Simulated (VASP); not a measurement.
# CuSi16 (a cell with a defect) in VASP: further runs

The runs below take CuSi16 (a cell with a defect) through single point, with PBE+D3(BJ).

Program: VASP 6.6.1. These are calculated values, not measurements. Logs are shortened: lines on timing, memory, paths and dates and some standing lists are left out, and cuts for length are marked.

## 1. The cell of the first run

The cell holds a defect, 17 atoms: a = 7.679 Å, b = 7.679 Å, c = 7.679 Å, α = 60.00°, β = 60.00°, γ = 60.00°.

## 2. Single point, PBE+D3(BJ)

Input file INCAR:

```
ALGO     = Normal         # electronic algorithm
EDIFF    = 1E-6           # SCF threshold, eV
ENCUT    = 520            # plane-wave cutoff, eV
GGA      = PE             # functional
ISIF     = 2              # what is computed and relaxed
ISMEAR   = 0              # smearing method
IVDW     = 12             # dispersion correction
LASPH    = T              # aspherical terms in the spheres
LCHARG   = T              # write CHGCAR
LELF     = T              # ELF
LREAL    = Auto         
LVHAR    = T            
LWAVE    = F              # write WAVECAR
NBANDS   = 52             # bands
NELECT   = 74.0         
NELM     = 60             # most SCF steps
PREC     = Accurate       # precision mode
SIGMA    = 0.02           # smearing width, eV
```

Input file KPOINTS:

```
k-points
0
Gamma
  2 2 2
```

Input file POSCAR:

```
CuSi16
1.0
    0.0000000000      5.4300000000      5.4300000000
    5.4300000000      0.0000000000      5.4300000000
    5.4300000000      5.4300000000      0.0000000000
Si Cu
16 1
Direct
    0.0111361928      0.0123023366      0.0121684520
    0.1447211578      0.1307678255      0.1315254266
   -0.0057777676     -0.0007758023      0.4996014315
    0.1220204886      0.1283777521      0.6314125511
   -0.0053763388      0.4987940127     -0.0006114689
    0.1222088679      0.6312968596      0.1283291595
   -0.0143340732      0.5005335209      0.5004153434
    0.1175781446      0.6217009305      0.6219343926
    0.5140921181     -0.0084674947     -0.0086972236
    0.6335064241      0.1241844966      0.1239382467
    0.4944359167     -0.0041301560      0.4966510101
    0.6191479134      0.1260010990      0.6162589395
    0.4945403547      0.4968828531     -0.0045193554
    0.6194487253      0.6163237736      0.1255832522
    0.4906980259      0.4987799144      0.4983691144
    0.6139864756      0.6238449811      0.6234892166
    0.9071934742      0.8779480973      0.8791818116
```

Potentials or basis: VASP PAW PBE potentials, release 64 (Si, Cu).

On the command line:

```
cat potpaw_PBE.64/Si/POTCAR potpaw_PBE.64/Cu/POTCAR > POTCAR
mpirun -np 1 vasp_std > vasp.out
```

OUTCAR:

```text
EDIFF = 1E-6
   ENCUT = 520
   GGA = PE
   ISIF = 2
   ISMEAR = 0
   IVDW = 12
   LASPH = T
   LREAL = Auto
   NELECT = 74.0
   NELM = 60
   PREC = Accurate
 IVDW          = 12

 ion  position               nearest neighbor table
   1  0.011  0.012  0.012-   2 2.33  17 2.33  10 2.38   4 2.39   6 2.40
   2  0.145  0.131  0.132-   5 2.32   3 2.32   9 2.33   1 2.33
   3  0.994  0.999  0.500-   2 2.32  12 2.35   8 2.37  17 2.40   4 2.44
   4  0.122  0.128  0.631-   7 2.34  11 2.34   1 2.39   3 2.44  17 2.53
   5  0.995  0.499  0.999-   2 2.32  14 2.35   8 2.37  17 2.40   6 2.44
   6  0.122  0.631  0.128-   7 2.34  13 2.34   1 2.40   5 2.44  17 2.53
   7  0.986  0.501  0.500-  16 2.33   6 2.34   4 2.34   8 2.35
   8  0.118  0.622  0.622-  15 2.34   7 2.35   5 2.37   3 2.37  17 2.81
   9  0.514  0.992  0.991-   2 2.33  12 2.36  14 2.36  10 2.41  17 2.48
  10  0.634  0.124  0.124-  13 2.34  11 2.34   1 2.38   9 2.41  17 2.67
  11  0.494  0.996  0.497-  16 2.33   4 2.34  10 2.34  12 2.35
  12  0.619  0.126  0.616-  15 2.34  11 2.35   3 2.35   9 2.36
  13  0.495  0.497  0.995-  16 2.33   6 2.34  10 2.34  14 2.35
  14  0.619  0.616  0.126-  15 2.34  13 2.35   5 2.35   9 2.36
  15  0.491  0.499  0.498-  12 2.34  14 2.34   8 2.34  16 2.34
  16  0.614  0.624  0.623-   7 2.33  13 2.33  11 2.33  15 2.34
  17  0.907  0.878  0.879-   1 2.33   5 2.40   3 2.40   9 2.48   6 2.53   4 2.53  10 2.67   8 2.81

  LATTYP: Found a face centered cubic cell.
 ALAT       =    10.8600000000

  Lattice vectors:

 A1 = (   0.0000000000,   5.4300000000,   5.4300000000)
 A2 = (   5.4300000000,   0.0000000000,   5.4300000000)
 A3 = (   5.4300000000,   5.4300000000,   0.0000000000)

Analysis of symmetry for initial positions (statically):
=====================================================================
 Subroutine PRICEL returns:
 Original cell was already a primitive cell.

 Routine SETGRP: Setting up the symmetry group for a
 face centered cubic supercell.

 Subroutine GETGRP returns: Found  1 space group operations
 (whereof  1 operations were pure point group operations)
 out of a pool of 48 trial point group operations.

The static configuration has the point symmetry C_1 .

Analysis of symmetry for dynamics (positions and initial velocities):
=====================================================================
 Subroutine PRICEL returns:
 Original cell was already a primitive cell.

 Routine SETGRP: Setting up the symmetry group for a
 face centered cubic supercell.

 Subroutine GETGRP returns: Found  1 space group operations
 (whereof  1 operations were pure point group operations)
 out of a pool of 48 trial point group operations.

The dynamic configuration has the point symmetry C_1 .

 Subroutine INISYM returns: Found  1 space group operations
 (whereof  1 operations are pure point group operations),
 and found     1 'primitive' translations

----------------------------------------------------------------------------------------

                                     Primitive cell

  volume of cell :     320.2060

  direct lattice vectors                    reciprocal lattice vectors
     0.000000000  5.430000000  5.430000000    -0.092081031  0.092081031  0.092081031
     5.430000000  0.000000000  5.430000000     0.092081031 -0.092081031  0.092081031
     5.430000000  5.430000000  0.000000000     0.092081031  0.092081031 -0.092081031

  length of vectors
     7.679179644  7.679179644  7.679179644     0.159489025  0.159489025  0.159489025

  position of ions in fractional coordinates (direct lattice)
     0.011136193  0.012302337  0.012168452
     0.144721158  0.130767826  0.131525427
     0.994222232  0.999224198  0.499601431
     0.122020489  0.128377752  0.631412551
     0.994623661  0.498794013  0.999388531
     0.122208868  0.631296860  0.128329159
[... 9 lines left out ...]
     0.613986476  0.623844981  0.623489217
     0.907193474  0.877948097  0.879181812

  ion indices of the primitive-cell ions
   primitive index   ion index
                 1           1
                 2           2
                 3           3
                 4           4
                 5           5
                 6           6
[... 9 lines left out ...]
                16          16
                17          17

----------------------------------------------------------------------------------------

 KPOINTS: k-points

Automatic generation of k-mesh.
 Grid dimensions read from file:
 generate k-points for:    2    2    2

 Generating k-lattice:

  Cartesian coordinates                     Fractional coordinates (reciprocal lattice)
    -0.046040516  0.046040516  0.046040516     0.500000000  0.000000000  0.000000000
     0.046040516 -0.046040516  0.046040516     0.000000000  0.500000000  0.000000000
     0.046040516  0.046040516 -0.046040516     0.000000000  0.000000000  0.500000000

  Length of vectors
     0.079744512  0.079744512  0.079744512

  Shift w.r.t. Gamma in fractional coordinates (k-lattice)
     0.000000000  0.000000000  0.000000000

 Subroutine IBZKPT returns following result:
 ===========================================

 Found      8 irreducible k-points:

 Following reciprocal coordinates:
            Coordinates               Weight
  0.000000  0.000000  0.000000      1.000000
  0.500000  0.000000  0.000000      1.000000
  0.000000  0.500000  0.000000      1.000000
  0.000000  0.000000  0.500000      1.000000
  0.500000  0.500000  0.500000      1.000000
  0.500000  0.500000  0.000000      1.000000
  0.000000  0.500000  0.500000      1.000000
  0.500000  0.000000  0.500000      1.000000
   k-points           NKPTS =      8   k-points in BZ     NKDIM =      8   number of bands    NBANDS=     52
   number of dos      NEDOS =    301   number of ions     NIONS =     17
   total plane-waves  NPLWV = 216000
   dimension x,y,z NGX =    60 NGY =   60 NGZ =   60
   dimension x,y,z NGXF=   120 NGYF=  120 NGZF=  120
   ions per type =              16   1
   NGX,Y,Z   is equivalent  to a cutoff of  12.99, 12.99, 12.99 a.u.
   NGXF,Y,Z  is equivalent  to a cutoff of  25.98, 25.98, 25.98 a.u.
 SYSTEM =  unknown system
   PREC   = accura    normal or accurate (medium, high low for compatibility)
   ISTART =      0    job   : 0-new  1-cont  2-samecut
   ICHARG =      2    charge: 1-file 2-atom 10-const
   ISPIN  =      1    spin polarized calculation?
   LNONCOLLINEAR =      F non collinear calculations
   LSORBIT =      F    spin-orbit coupling
   LASPH  =      T    aspherical Exc in radial PAW
   ENCUT  =  520.0 eV  38.22 Ry    6.18 a.u.  14.28 14.28 14.28*2*pi/ulx,y,z
   NELM   =     60;   NELMIN=  2; NELMDL= -5     # of ELM steps
   EDIFF  = 0.1E-05   stopping-criterion for ELM
   LREAL  =      T    real-space projection
   EDIFFG = 0.1E-04   stopping-criterion for IOM
   NSW    =      0    number of steps for IOM
   IBRION =     -1    ionic relax: 0-MD 1-quasi-New 2-CG
   NFREE  =      0    steps in history (QN), initial steepest desc. (CG)
   ISIF   =      2    stress and relaxation
   ISYM   =      2    0-nonsym 1-usesym 2-fastsym
   POTIM  = 0.5000    time-step for ionic-motion
   TEBEG  =    0.0;   TEEND  =   0.0 temperature during run
   PSTRESS=    0.0 pullay stress
   NELECT =      74.0000    total number of electrons
   NUPDOWN=      -1.0000    fix difference up-down
   EMIN   =  10.00;   EMAX   =-10.00  energy-range for DOS
   EFERMI =   0.00;   METHOD = LEGACY
   ISMEAR =     0;   SIGMA  =   0.02  broadening in eV -4-tet -1-fermi 0-gaus
   EFERMI_NEDOS =   21; number of points for ismear=-14 and -15
   IALGO  =     38    algorithm
   IMIX   =      4    mixing-type and parameters
     AMIX     =   0.40;   BMIX     =  1.00
     AMIX_MAG =   1.60;   BMIX_MAG =  1.00
  volume/ion in A,a.u.               =      18.84       127.11
  Fermi-wavevector in a.u.,A,eV,Ry     =   1.004636  1.898488 13.732283  1.009294
  Thomas-Fermi vector in A             =   2.137265
   LORBIT       =      0    0 simple, 1 ext, 2 COOP (PROOUT), +10 PAW based schemes
   GGA     = PE    functional components
   LHFCALC =     F    Hartree Fock is set to
   AEXX    =    0.0000 exact exchange contribution
   IVDW    =    12    specifies the selected vdW correction
   LEPSILON=     F    determine dielectric tensor
   LRPA    =     F    only Hartree local field effects (RPA)
 non-spin polarized calculation
 Gauss-broadening in eV      SIGMA  =   0.02
  energy-cutoff  :      520.00
  volume of cell :      320.21
 maximum number of plane-waves:      8646
 NGX is ok and might be reduce to    60
   NGX = 29   NGY = 29   NGZ = 29

 number of electron      73.9999999 magnetization

 Free energy of the ion-electron system (eV)
  ---------------------------------------------------
  ext. energy  EPLUGINS =         0.00000000
  ---------------------------------------------------
  free energy    TOTEN  =       -94.21878010 eV

  energy without entropy =      -94.21878010  energy(sigma->0) =      -94.21878010

 E-fermi :   6.3556     XC(G=0):  -9.6081

 val. band max:        6.2264593590   @ k =   0.0000   0.0000   0.0000
 cond. band min:       6.5376073210   @ k =   0.0000   0.0000   0.0000
 fundamental gap:      0.3111479620
 Fermi energy:         6.3555767856

 k-point     1 :       0.0000    0.0000    0.0000
  band No.  band energies     occupation
      1      -5.8949      2.00000
      2      -3.5456      2.00000
      3      -3.5069      2.00000
      4      -3.4766      2.00000
      5      -3.4694      2.00000
      6      -2.0423      2.00000
[... 41 lines left out ...]
     48       8.4616      0.00000
     49       8.7080      0.00000

 k-point     2 :       0.5000    0.0000    0.0000
  band No.  band energies     occupation
      1      -5.2367      2.00000
      2      -4.9221      2.00000
      3      -3.2859      2.00000
      4      -3.2589      2.00000
      5      -3.1777      2.00000
      6      -3.0429      2.00000
[... 304 lines left out ...]
 k-point     8 :       0.5000    0.0000    0.5000
  band No.  band energies     occupation
      1      -4.9336      2.00000
      2      -4.7208      2.00000
      3      -3.8697      2.00000
      4      -3.7782      2.00000
      5      -3.7467      2.00000
      6      -3.7387      2.00000
[... 41 lines left out ...]
     48      10.4963      0.00000
     49      10.5138      0.00000
 [bands above 49 left out]

------------------------ aborting loop because EDIFF is reached ----------------------------------------

 Edisp (eV)   -5.66943

 E8    (eV) :    -2.3513

  FORCE on cell =-STRESS in cart. coord.  units (eV):
  Direction    XX          YY          ZZ          XY          YZ          ZX
  --------------------------------------------------------------------------------------
  -------------------------------------------------------------------------------------
  Total      -7.98067    -7.51317    -7.54206     0.26985    -0.11783     0.27781
  in kB     -39.93196   -37.59276   -37.73732     1.35022    -0.58957     1.39006
  external pressure =      -38.42 kB  Pullay stress =        0.00 kB

 VOLUME and BASIS-vectors are now :
 -----------------------------------------------------------------------------
  energy-cutoff  :      520.00
  volume of cell :      320.21
      direct lattice vectors                 reciprocal lattice vectors
     0.000000000  5.430000000  5.430000000    -0.092081031  0.092081031  0.092081031
     5.430000000  0.000000000  5.430000000     0.092081031 -0.092081031  0.092081031
     5.430000000  5.430000000  0.000000000     0.092081031  0.092081031 -0.092081031

 POSITION                                       TOTAL-FORCE (eV/Angst)
 -----------------------------------------------------------------------------------
      0.13288      0.12654      0.12727         0.003878      0.005402      0.000614
      1.42425      1.50002      1.49591        -0.002533     -0.004662     -0.002248
      8.13862      8.11146     10.82441        -0.012780     -0.005156      0.007375
      4.12566      4.09114      1.35966        -0.002210      0.004223      0.012738
      8.13513     10.82749      8.10926        -0.007646      0.007514     -0.004705
      4.12477      1.36042      4.09154        -0.002446      0.010441      0.003803
[... 9 lines left out ...]
      6.77302      6.71949      6.72142        -0.000024      0.004141      0.005039
      9.54122      9.70002      9.69332         0.006878     -0.008672     -0.002674
 -----------------------------------------------------------------------------------
    total drift:                               -0.009498      0.002996      0.003881

  FREE ENERGIE OF THE ION-ELECTRON SYSTEM (eV)
  ---------------------------------------------------
  free  energy   TOTEN  =       -99.8882075547 eV

  energy  without entropy=      -99.8882075547  energy(sigma->0) =      -99.88820755
```

Wall time 4.5 min (1 thread of Intel Xeon 6975P-C (Granite Rapids), shared host); peak memory 0.49 GiB.

Results:

* Free energy: -99.8882 eV
* Largest force: 0.028 eV/Å
* Dispersion energy per atom: -0.333 eV

Forces on the atoms (eV/Å):
```
Si   0.004  0.005  0.001
Si  -0.003 -0.005 -0.002
Si  -0.013 -0.005  0.007
Si  -0.002  0.004  0.013
Si  -0.008  0.008 -0.005
Si  -0.002  0.010  0.004
Si  -0.006  0.001 -0.002
Si   0.003  0.000  0.002
Si   0.019 -0.012 -0.017
Si   0.000  0.006  0.005
Si   0.003 -0.011 -0.003
Si  -0.005  0.008 -0.001
Si   0.002 -0.001 -0.010
Si  -0.003 -0.002  0.009
Si   0.003 -0.002 -0.003
Si   0.000  0.004  0.005
Cu   0.007 -0.009 -0.003
```

Caveat: the k points lie up to 0.50 Å⁻¹ apart; the cell carries a net charge on a neutralising background, which shifts energy and pressure; the cell is charged against a uniform background, so pressure and absolute levels hang on convention.

## 3. Single point, PBE+D3(BJ)

Input file INCAR:

```
PREC = Accurate
ENCUT = 520
EDIFF = 1E-6
ISMEAR = 0
SIGMA = 0.02
LREAL = Auto
LASPH = True
NELM = 100
ALGO = Normal
ISIF = 2
LWAVE = False
LCHARG = False
GGA = PE
IVDW = 12
NBANDS = 52
NELECT = 74.0
```

Input file KPOINTS:

```
regular mesh
0
Gamma
  2 2 2
```

Input file POSCAR:

```
CuSi16
1.0
    0.0000000000      5.4300000000      5.4300000000
    5.4300000000      0.0000000000      5.4300000000
    5.4300000000      5.4300000000      0.0000000000
Si Cu
16 1
Direct
    0.0111361878      0.0123023020      0.0121684162
    0.1447211786      0.1307677716      0.1315254144
   -0.0057778085     -0.0007757827      0.4996013812
    0.1220204420      0.1283777164      0.6314125230
   -0.0053763352      0.4987940147     -0.0006115101
    0.1222089319      0.6312967772      0.1283291897
   -0.0143340700      0.5005335175      0.5004152855
    0.1175780847      0.6217009208      0.6219344383
    0.5140920810     -0.0084674033     -0.0086972376
    0.6335064457      0.1241845304      0.1239383057
    0.4944359116     -0.0041302026      0.4966510129
    0.6191478821      0.1260011050      0.6162589319
    0.4945403315      0.4968828729     -0.0045193370
    0.6194488029      0.6163237569      0.1255832413
    0.4906980663      0.4987798343      0.4983691529
    0.6139864641      0.6238450276      0.6234892265
    0.9071935543      0.8779480663      0.8791817680
```

Potentials or basis: VASP PAW PBE potentials, release 64 (Si, Cu).

On the command line:

```
cat potpaw_PBE.64/Si/POTCAR potpaw_PBE.64/Cu/POTCAR > POTCAR
mpirun -np 1 vasp_std > vasp.out
```

It took 4.6 min on 1 thread of Intel Xeon 6975P-C (Granite Rapids), shared host; peak memory 0.49 GiB.

It converged, with:

- Free energy: -99.8882 eV
- Largest force: 0.028 eV/Å
- Dispersion energy per atom: -0.333 eV

Forces on the atoms (eV/Å):
```
Si   0.004  0.005  0.001
Si  -0.003 -0.005 -0.002
Si  -0.013 -0.005  0.007
Si  -0.002  0.004  0.013
Si  -0.008  0.008 -0.005
Si  -0.002  0.010  0.004
Si  -0.006  0.001 -0.002
Si   0.003  0.000  0.002
Si   0.019 -0.012 -0.017
Si   0.000  0.006  0.005
Si   0.003 -0.011 -0.003
Si  -0.005  0.008 -0.001
Si   0.002 -0.001 -0.010
Si  -0.003 -0.002  0.009
Si   0.003 -0.002 -0.003
Si   0.000  0.004  0.005
Cu   0.007 -0.009 -0.003
```

Levels at points of the mesh, in eV from the Fermi level:
| k point | band 33 | band 34 | band 35 | band 36 | band 37 | band 38 | band 39 | band 40 | band 41 | band 42 |
| --- | --- | --- | --- | --- | --- | --- | --- | --- | --- | --- |
| (0.00, 0.00, 0.00) | -0.90 | -0.85 | -0.61 | -0.17 | -0.13 | 0.18 | 0.61 | 0.63 | 0.65 | 0.68 |
| (0.50, 0.00, 0.00) | -1.98 | -0.86 | -0.83 | -0.71 | -0.57 | 0.59 | 1.09 | 1.32 | 1.37 | 1.55 |
| (0.00, 0.50, 0.00) | -1.96 | -0.87 | -0.81 | -0.75 | -0.67 | 0.61 | 1.14 | 1.32 | 1.35 | 1.50 |
| (0.00, 0.00, 0.50) | -1.96 | -0.87 | -0.81 | -0.76 | -0.66 | 0.61 | 1.13 | 1.32 | 1.35 | 1.50 |
| (0.50, 0.50, 0.50) | -1.97 | -0.90 | -0.87 | -0.72 | -0.70 | 0.46 | 1.28 | 1.37 | 1.37 | 1.45 |
| (0.50, 0.50, 0.00) | -1.79 | -1.50 | -1.40 | -1.38 | -0.93 | 0.69 | 1.09 | 2.05 | 2.11 | 2.15 |
| (0.00, 0.50, 0.50) | -1.83 | -1.47 | -1.44 | -1.38 | -0.96 | 0.70 | 1.08 | 2.05 | 2.09 | 2.18 |
| (0.50, 0.00, 0.50) | -1.79 | -1.50 | -1.40 | -1.38 | -0.92 | 0.69 | 1.09 | 2.05 | 2.11 | 2.15 |

Caveat: the k points lie up to 0.50 Å⁻¹ apart; the cell carries a net charge on a neutralising background, which shifts energy and pressure; the cell is charged against a uniform background, so pressure and absolute levels hang on convention.
